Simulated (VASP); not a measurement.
A run of VASP 6.6.1 is set up as follows.

POSCAR

```
Sb
1.0
    2.1705056182      1.2531420030      3.8694290033
   -2.1705056182      1.2531420030      3.8694290033
    0.0000000000     -2.5062840059      3.8694290033
Sb
2
Direct
    0.2313985280      0.2313985280      0.2313985280
    0.7686014720      0.7686014720      0.7686014720
```

INCAR.step1

```
PREC = Accurate
ENCUT = 520
ISMEAR = 0
SIGMA = 0.1
LREAL = F
LASPH = T
NELM = 80
NBANDS = 12
GGA = PE
ALGO = Normal
EDIFF = 1E-4
LWAVE = T
LCHARG = F
```

File INCAR.step2:

```
PREC = Accurate
ENCUT = 520
EDIFF = 1E-6
ISMEAR = 0
SIGMA = 0.1
LREAL = F
LASPH = T
NELM = 80
ALGO = Normal
ISIF = 2
LWAVE = F
LCHARG = F
METAGGA = R2SCAN
LMIXTAU = T
NBANDS = 12
ISTART = 1
```

KPOINTS

```
Automatic mesh
0
Gamma
  12 12 12
```

Potentials or basis: VASP PAW PBE potentials, release 64 (Sb).

Launch:

```console
$ cat potpaw_PBE.64/Sb/POTCAR > POTCAR
$ cp INCAR.step1 INCAR
$ mpirun -np 1 vasp_std > vasp.out
$ cp INCAR.step2 INCAR
$ mpirun -np 1 vasp_std > vasp.out
```

Problem. Predict the largest force.

Solution. 0.055 eV/Å.

Problem. Estimate the band gap on the k mesh.

Solution. Zero (bands 5 and 6 overlap by 0.14 eV).

Problem. Estimate the pressure.

Solution. 0.1 GPa.

Forces in eV/Å, atoms in the order of the input:
```
Sb   0.000  0.000  0.055
Sb   0.000  0.000 -0.055
```

Caveat: the PAW data sets were made with another functional, which shifts forces and pressure a little; spin-orbit coupling is left out, which moves the levels of the heavy elements.
